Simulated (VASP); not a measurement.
# EuO (Fm-3m) in VASP: further runs, part 2 of 2

VASP 6.6.1. Earlier steps stand in the parts before.

## (4) Single point, PBE-based screened hybrid with 25 % exact exchange, collinear spin, ferromagnetic start

Input file POSCAR:

```
EuO
1.0
    0.0000000000      2.5719519658      2.5719519658
    2.5719519658      0.0000000000      2.5719519658
    2.5719519658      2.5719519658      0.0000000000
Eu O
1 1
Direct
    0.5000000000      0.5000000000      0.5000000000
    0.0000000000      0.0000000000      0.0000000000
```

Input file INCAR.step1:

```
SYSTEM = EuO
  ALGO = Normal
  EDIFF = 1E-5
  ENCUT = 520
  GGA = PE
  GGA_COMPAT = .FALSE.
  ISIF = 2
  ISMEAR = 0
  ISPIN = 2
  KPAR = 4
  LASPH = .TRUE.
  LCHARG = .FALSE.
  LMAXMIX = 6
  LORBIT = 11
  LREAL = .FALSE.
  LWAVE = .TRUE.
  MAGMOM = 7.43 0
  NBANDS = 22
  NELM = 200
  PREC = Accurate
  SIGMA = 0.05
```

Input file INCAR.step2:

```
SYSTEM = EuO
  AEXX = 0.25
  ALGO = Normal
  EDIFF = 1E-6
  ENCUT = 520
  GGA = PE
  GGA_COMPAT = .FALSE.
  HFSCREEN = 0.3
  ISIF = 2
  ISMEAR = 0
  ISPIN = 2
  ISTART = 1
  KPAR = 4
  LASPH = .TRUE.
  LCHARG = .FALSE.
  LHFCALC = .TRUE.
  LMAXMIX = 6
  LORBIT = 11
  LREAL = .FALSE.
  LWAVE = .FALSE.
  MAGMOM = 7.43 0
  NBANDS = 22
  NELM = 200
  PREC = Accurate
  PRECFOCK = Normal
  SIGMA = 0.05
```

Input file KPOINTS:

```
k-points
0
G
  6 6 6
  0 0 0
```

Run with:

```
cat potpaw_PBE.64/Eu/POTCAR potpaw_PBE.64/O/POTCAR > POTCAR
cp INCAR.step1 INCAR
mpirun -np 4 vasp_std > vasp.out
cp INCAR.step2 INCAR
mpirun -np 4 vasp_std > vasp.out
```

Wall time 47 min (4 MPI ranks of Intel Xeon Platinum 8375C at 2.90GHz (Ice Lake), shared host); peak memory 0.31 GiB.

Results (log left out):

| Quantity | Value |
| --- | --- |
| Free energy | -33.7857 eV |
| Pressure | -2.4 GPa |
| Band gap on the k mesh | zero (filled and empty bands overlap) |
| Net moment | 7.00 μB per cell |
| Site moments | Eu +6.71; O -0.09 μB |
| Valence electrons inside the program's atomic spheres | Eu 14.94; O 4.99 |

Levels at points of the mesh, in eV from the Fermi level:
Spin up:
```tsv
k point	band 11	band 12	band 13	band 14	band 15	band 16	band 17	band 18	band 19	band 20
(0.00, 0.00, 0.00)	-0.41	-0.41	0.04	0.04	0.04	1.05	3.10	3.10	3.10	5.43
(0.50, 0.00, 0.00)	-0.67	-0.41	-0.41	-0.41	-0.37	3.74	6.05	6.05	6.27	9.55
(0.50, 0.50, 0.00)	-0.54	-0.54	-0.37	-0.11	-0.11	-0.09	5.00	7.44	8.35	8.45
```
Spin down:
```csv
k point,band 6,band 7,band 8,band 9,band 10,band 11
"(0.00, 0.00, 0.00)",-3.79,-3.79,-3.79,1.87,4.19,4.19
"(0.50, 0.00, 0.00)",-5.87,-4.93,-4.93,4.45,6.43,7.19
"(0.50, 0.50, 0.00)",-3.79,-3.72,-3.72,0.98,5.94,7.97
```

Caveat: the PAW data sets were made with another functional, which shifts forces and pressure a little; spin-orbit coupling is left out, which moves the levels of the heavy elements; a cell with one magnetic atom can't hold antiferromagnetic order, which such compounds often take.

## (5) Single point, PBE-based global hybrid with 40 % exact exchange, collinear spin, ferromagnetic start

POSCAR is that of step 4.

Input file INCAR.step1:

```
SYSTEM = EuO
PREC = Accurate
ENCUT = 520
EDIFF = 1E-5
ISMEAR = 0
SIGMA = 0.05
LREAL = .FALSE.
LASPH = .TRUE.
NELM = 200
ALGO = Normal
ISIF = 2
LWAVE = .TRUE.
LCHARG = .FALSE.
ISPIN = 2
MAGMOM = 7.43 0
LORBIT = 11
LMAXMIX = 6
NBANDS = 22
GGA = PE
GGA_COMPAT = .FALSE.
KPAR = 4
```

Input file INCAR.step2:

```
SYSTEM = EuO
PREC = Accurate
ENCUT = 520
EDIFF = 1E-6
ISMEAR = 0
SIGMA = 0.05
LREAL = .FALSE.
LASPH = .TRUE.
NELM = 200
ALGO = Normal
ISIF = 2
LWAVE = .FALSE.
LCHARG = .FALSE.
ISPIN = 2
MAGMOM = 7.43 0
LORBIT = 11
LMAXMIX = 6
GGA = PE
LHFCALC = .TRUE.
AEXX = 0.4
PRECFOCK = Normal
NBANDS = 22
ISTART = 1
GGA_COMPAT = .FALSE.
KPAR = 4
```

Input file KPOINTS:

```
Automatic mesh
0
G
  6 6 6
  0 0 0
```

Potentials or basis: VASP PAW PBE potentials, release 64 (Eu, O).

Run with:

```
cat potpaw_PBE.64/Eu/POTCAR potpaw_PBE.64/O/POTCAR > POTCAR
cp INCAR.step1 INCAR
mpirun -np 4 vasp_std > vasp.out
cp INCAR.step2 INCAR
mpirun -np 4 vasp_std > vasp.out
```

OUTCAR:

```text
SYSTEM = EuO
   PREC = Accurate
   ENCUT = 520
   EDIFF = 1E-6
   ISMEAR = 0
   LREAL = .FALSE.
   LASPH = .TRUE.
   NELM = 200
   ISIF = 2
   ISPIN = 2
   LORBIT = 11
   GGA = PE
   LHFCALC = .TRUE.
   AEXX = 0.4
   PRECFOCK = Normal
   ISTART = 1

 ion  position               nearest neighbor table
   1  0.500  0.500  0.500-   2 2.57   2 2.57   2 2.57   2 2.57   2 2.57   2 2.57
   2  0.000  0.000  0.000-   1 2.57   1 2.57   1 2.57   1 2.57   1 2.57   1 2.57

  LATTYP: Found a face centered cubic cell.
 ALAT       =     5.1439039316

  Lattice vectors:

 A1 = (   0.0000000000,   2.5719519658,   2.5719519658)
 A2 = (   2.5719519658,   0.0000000000,   2.5719519658)
 A3 = (   2.5719519658,   2.5719519658,   0.0000000000)

Analysis of symmetry for initial positions (statically):
=====================================================================
 Subroutine PRICEL returns:
 Original cell was already a primitive cell.

 Routine SETGRP: Setting up the symmetry group for a
 face centered cubic supercell.

 Subroutine GETGRP returns: Found 48 space group operations
 (whereof 48 operations were pure point group operations)
 out of a pool of 48 trial point group operations.

The static configuration has the point symmetry O_h .

Analysis of symmetry for dynamics (positions and initial velocities):
=====================================================================
 Subroutine PRICEL returns:
 Original cell was already a primitive cell.

 Routine SETGRP: Setting up the symmetry group for a
 face centered cubic supercell.

 Subroutine GETGRP returns: Found 48 space group operations
 (whereof 48 operations were pure point group operations)
 out of a pool of 48 trial point group operations.

The dynamic configuration has the point symmetry O_h .

Analysis of structural, dynamic, and magnetic symmetry:
=====================================================================
 Subroutine PRICEL returns:
 Original cell was already a primitive cell.

 Routine SETGRP: Setting up the symmetry group for a
 face centered cubic supercell.

 Subroutine GETGRP returns: Found 48 space group operations
 (whereof 48 operations were pure point group operations)
 out of a pool of 48 trial point group operations.

The overall configuration has the point symmetry O_h .

 Subroutine INISYM returns: Found 48 space group operations
 (whereof 48 operations are pure point group operations),
 and found     1 'primitive' translations

----------------------------------------------------------------------------------------

                                     Primitive cell

  volume of cell :      34.0266

  direct lattice vectors                    reciprocal lattice vectors
     0.000000000  2.571951966  2.571951966    -0.194404875  0.194404875  0.194404875
     2.571951966  0.000000000  2.571951966     0.194404875 -0.194404875  0.194404875
     2.571951966  2.571951966  0.000000000     0.194404875  0.194404875 -0.194404875

  length of vectors
[... 70 lines left out ...]
   LASPH  =      T    aspherical Exc in radial PAW
   ENCUT  =  520.0 eV  38.22 Ry    6.18 a.u.   6.76  6.76  6.76*2*pi/ulx,y,z
   NELM   =    200;   NELMIN=  2; NELMDL=  0     # of ELM steps
   EDIFF  = 0.1E-05   stopping-criterion for ELM
   LREAL  =      F    real-space projection
   EDIFFG = 0.1E-04   stopping-criterion for IOM
   NSW    =      0    number of steps for IOM
   IBRION =     -1    ionic relax: 0-MD 1-quasi-New 2-CG
   NFREE  =      0    steps in history (QN), initial steepest desc. (CG)
   ISIF   =      2    stress and relaxation
   ISYM   =      3    0-nonsym 1-usesym 2-fastsym
   POTIM  = 0.5000    time-step for ionic-motion
   TEBEG  =    0.0;   TEEND  =   0.0 temperature during run
   PSTRESS=    0.0 pullay stress
   NELECT =      23.0000    total number of electrons
   NUPDOWN=      -1.0000    fix difference up-down
   EMIN   =  10.00;   EMAX   =-10.00  energy-range for DOS
   EFERMI =   0.00;   METHOD = LEGACY
   ISMEAR =     0;   SIGMA  =   0.05  broadening in eV -4-tet -1-fermi 0-gaus
   EFERMI_NEDOS =   21; number of points for ismear=-14 and -15
   IALGO  =     38    algorithm
   IMIX   =      1    mixing-type and parameters
     AMIX     =   0.40;   BMIX     =  1.00
     AMIX_MAG =   1.60;   BMIX_MAG =  1.00
  volume/ion in A,a.u.               =      17.01       114.81
  Fermi-wavevector in a.u.,A,eV,Ry     =   1.436739  2.715043 28.085410  2.064219
  Thomas-Fermi vector in A             =   2.555894
   LORBIT       =     11    0 simple, 1 ext, 2 COOP (PROOUT), +10 PAW based schemes
   GGA     = PE    functional components
   LHFCALC =     T    Hartree Fock is set to
   PRECFOCK=normal    Normal, Fast or Accurate (Low or Medium for compatibility)
   ENCUT4O =  -1.0   cutoff for four orbital integrals eV
   NKREDX  =     1    reduce k-point grid by
   NKREDY  =     1    reduce k-point grid by
   NKREDZ  =     1    reduce k-point grid by
   AEXX    =    0.4000 exact exchange contribution
   HFSCREEN=    0.0000 screening length (either q_TF or 0.3 A-1)
   HFSCREENC=   0.0000 screening length for correlation (either q_TF or 0.3 A-1)
   ENCUTFOCK=  -1.0 apply spherical cutoff to Coloumb kernel
   IVDW    =     0    specifies the selected vdW correction
   LEPSILON=     F    determine dielectric tensor
   LRPA    =     F    only Hartree local field effects (RPA)
 spin polarized calculation
 Gauss-broadening in eV      SIGMA  =   0.05
  energy-cutoff  :      520.00
  volume of cell :       34.03
 maximum number of plane-waves:       941
  NGX = 24; NGY = 24; NGZ = 24

 number of electron      22.9999993 magnetization       7.0001002

 Free energy of the ion-electron system (eV)
  ---------------------------------------------------
  ext. energy  EPLUGINS =         0.00000000
  ---------------------------------------------------
  free energy    TOTEN  =       -46.14913760 eV

  energy without entropy =      -46.14913760  energy(sigma->0) =      -46.14913760

 E-fermi :   2.4079     XC(G=0):  -7.0637

 val. band max:        2.0696416504   @ k =   0.0000   0.0000   0.0000
 cond. band min:       4.6668787211   @ k =   0.5000   0.5000   0.0000
 fundamental gap:      2.5972370707
 Fermi energy:         2.4079258964

 spin component 1

 k-point     1 :       0.0000    0.0000    0.0000
  band No.  band energies     occupation
      1     -41.1743      1.00000
      2     -18.6776      1.00000
      3     -17.8361      1.00000
      4     -17.8361      1.00000
      5     -17.8361      1.00000
      6      -1.6031      1.00000
[... 389 lines left out ...]
     21      15.7806      0.00000
     22      16.6738      0.00000
 Fermi energy:         2.4079258964

 spin component 2

 k-point     1 :       0.0000    0.0000    0.0000
  band No.  band energies     occupation
      1     -37.7152      1.00000
      2     -18.8185      1.00000
      3     -15.1515      1.00000
      4     -15.1515      1.00000
      5     -15.1515      1.00000
      6      -1.4186      1.00000
[... 389 lines left out ...]
     21      18.1438      0.00000
     22      18.9674      0.00000

------------------------ aborting loop because EDIFF is reached ----------------------------------------

  FORCE on cell =-STRESS in cart. coord.  units (eV):
  Direction    XX          YY          ZZ          XY          YZ          ZX
  --------------------------------------------------------------------------------------
  -------------------------------------------------------------------------------------
  Total       -0.2732571     -0.2732571     -0.2732571     -0.0000000     -0.0000000      0.0000000
  in kB      -12.8665913    -12.8665913    -12.8665913     -0.0000000     -0.0000000      0.0000000
  external PRESSURE =     -12.8665913 kB  Pullay stress =       0.0000000 kB

 VOLUME and BASIS-vectors are now :
 -----------------------------------------------------------------------------
  energy-cutoff  :      520.00
  volume of cell :       34.03
      direct lattice vectors                 reciprocal lattice vectors
     0.000000000  2.571951966  2.571951966    -0.194404875  0.194404875  0.194404875
     2.571951966  0.000000000  2.571951966     0.194404875 -0.194404875  0.194404875
     2.571951966  2.571951966  0.000000000     0.194404875  0.194404875 -0.194404875

 POSITION                                       TOTAL-FORCE (eV/Angst)
 -----------------------------------------------------------------------------------
      2.57195      2.57195      2.57195         0.000000      0.000000      0.000000
      0.00000      0.00000      0.00000         0.000000     -0.000000     -0.000000
 -----------------------------------------------------------------------------------
    total drift:                                0.000000      0.000001      0.000001

  FREE ENERGIE OF THE ION-ELECTRON SYSTEM (eV)
  ---------------------------------------------------
  free  energy   TOTEN  =       -46.1491376036 eV

  energy  without entropy=      -46.1491376036  energy(sigma->0) =      -46.14913760

 total charge

# of ion       s       p       d       f       tot
--------------------------------------------------
    1        2.038   5.867   0.238   6.857  15.000
    2        1.559   3.462   0.000   0.000   5.022
--------------------------------------------------
tot          3.597   9.329   0.238   6.857  20.022

 magnetization (x)

# of ion       s       p       d       f       tot
--------------------------------------------------
    1       -0.012  -0.099   0.043   6.820   6.753
    2       -0.005  -0.073   0.000   0.000  -0.078
--------------------------------------------------
tot         -0.017  -0.172   0.043   6.820   6.674
```

It took 1.9 h on 4 MPI ranks of AMD EPYC, shared host; peak memory 0.19 GiB.

Results:

* Free energy: -46.1491 eV
* Pressure: -1.3 GPa
* Band gap on the k mesh: 2.60 eV (least direct gap 2.75 eV)
* Net moment: 7.00 μB per cell
* Site moments: Eu +6.75; O -0.08 μB
* Valence electrons inside the program's atomic spheres: Eu 15.00; O 5.02

Levels at points of the mesh, in eV from the valence-band top:
Spin up:
```
           k point  band 12  band 13  band 14  band 15  band 16  band 17  band 18  band 19
(0.00, 0.00, 0.00)    -0.51     0.00     0.00     0.00     3.81     5.97     5.97     5.97
(0.50, 0.00, 0.00)    -0.57    -0.57    -0.51    -0.51     6.66     9.10     9.10     9.11
(0.50, 0.50, 0.00)    -0.66    -0.49    -0.16    -0.16     2.60     7.95    10.47    11.37
```
Spin down:
```tsv
k point	band 4	band 5	band 6	band 7	band 8	band 9	band 10	band 11	band 12	band 13
(0.00, 0.00, 0.00)	-17.22	-17.22	-3.49	-3.49	-3.49	4.47	7.01	7.01	7.01	9.58
(0.50, 0.00, 0.00)	-17.31	-16.61	-5.71	-4.72	-4.72	7.27	9.28	10.20	10.20	13.28
(0.50, 0.50, 0.00)	-17.76	-17.76	-3.48	-3.41	-3.41	3.59	8.85	11.16	11.88	13.15
```

Caveat: the PAW data sets were made with another functional, which shifts forces and pressure a little; spin-orbit coupling is left out, which moves the levels of the heavy elements; a cell with one magnetic atom can't hold antiferromagnetic order, which such compounds often take. A k mesh can miss the band edges.

## (6) Summary

```csv
level,share of exact exchange,screening parameter,gap on the mesh (eV),pressure (GPa),moment (μB)
PBE-based global hybrid with 15 % exact exchange,0.15,-,none,-3.0,7.00
PBE-based screened hybrid with 25 % exact exchange,0.25,0.4 1/Å,none,-2.5,7.00
PBE-based screened hybrid with 25 % exact exchange,0.25,0.3 1/Å,none,-2.4,7.00
PBE-based global hybrid with 40 % exact exchange,0.4,-,2.60,-1.3,7.00
```

Alike in all rows: task single point; potentials or basis VASP PAW PBE potentials, release 64 (Eu, O); spin collinear, ferromagnetic start; cell as given; k mesh 6 × 6 × 6; cutoff (eV) 520; smearing gaussian 0.05 eV.

On the cell as given the gap runs from zero (PBE-based global hybrid with 15 % exact exchange) to 2.60 eV (PBE-based global hybrid with 40 % exact exchange). The pressure there spans -3.0 GPa (PBE-based global hybrid with 15 % exact exchange) to -1.3 GPa (PBE-based global hybrid with 40 % exact exchange); a positive pressure means that this level wants a larger cell, a negative one a smaller.

Caveats: the PAW data sets were made with another functional, which shifts forces and pressure a little; spin-orbit coupling is left out, which moves the levels of the heavy elements; a cell with one magnetic atom can't hold antiferromagnetic order, which such compounds often take.

Total energies depend on the potentials used, so only differences within one code and one set of settings carry meaning.

The gap in the log of VASP goes by the Fermi energy; the results here count the filled bands.